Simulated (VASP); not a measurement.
Here is a VASP 6.6.1 calculation.

POSCAR

```
GdN
1.0
    0.0000000000      2.5255318767      2.5255318767
    2.5255318767      0.0000000000      2.5255318767
    2.5255318767      2.5255318767      0.0000000000
Gd N
1 1
Direct
    0.5000000000      0.5000000000      0.5000000000
    0.0000000000      0.0000000000      0.0000000000
```

Contents of INCAR.step1:

```
  ALGO = Normal
  EDIFF = 1E-4
  ENCUT = 520
  GGA = PE
  ISMEAR = 0
  ISPIN = 2
  LASPH = T
  LCHARG = F
  LDAU = T
  LDAUJ = 0 0
  LDAUL = 3 -1
  LDAUTYPE = 2
  LDAUU = 4 0
  LMAXMIX = 6
  LREAL = F
  LWAVE = T
  MAGMOM = 7.67 -0.18
  NBANDS = 22
  NELM = 150
  PREC = Accurate
  SIGMA = 0.05
```

Contents of INCAR.step2:

```
  ALGO = Normal
  EDIFF = 1E-6
  ENCUT = 520
  ISIF = 2
  ISMEAR = 0
  ISPIN = 2
  ISTART = 1
  LASPH = T
  LCHARG = F
  LDAU = T
  LDAUJ = 0 0
  LDAUL = 3 -1
  LDAUPRINT = 1
  LDAUTYPE = 2
  LDAUU = 4 0
  LMAXMIX = 6
  LMIXTAU = T
  LORBIT = 11
  LREAL = F
  LWAVE = F
  MAGMOM = 7.67 -0.18
  METAGGA = R2SCAN
  NBANDS = 22
  NELM = 150
  PREC = Accurate
  SIGMA = 0.05
```

KPOINTS

```
k-points
0
Gamma
  8 8 8
```

Potentials or basis: VASP PAW PBE potentials, release 64 (Gd, N).

The run is started by

```console
$ cat potpaw_PBE.64/Gd/POTCAR potpaw_PBE.64/N/POTCAR > POTCAR
$ cp INCAR.step1 INCAR
$ mpirun -np 1 vasp_std > vasp.out
$ cp INCAR.step2 INCAR
$ mpirun -np 1 vasp_std > vasp.out
```

Question: What does it give for the net moment?

Answer: 7.00 μB per cell.

Question: Estimate the band gap on the k mesh.

Answer: Zero (filled and empty bands overlap).

Eigenvalues of the final occupation matrices:
```
    site  spin  trace                         eigenvalues
site 1 f     1   6.94  0.99 0.99 0.99 0.99 0.99 0.99 0.99
site 1 f     2   0.04  0.00 0.00 0.00 0.00 0.01 0.01 0.01
```

Caveat: spin-orbit coupling is left out, which moves the levels of the heavy elements; a cell with one magnetic atom can't hold antiferromagnetic order, which such compounds often take. The state reached can hang on the start; a lower one may exist.
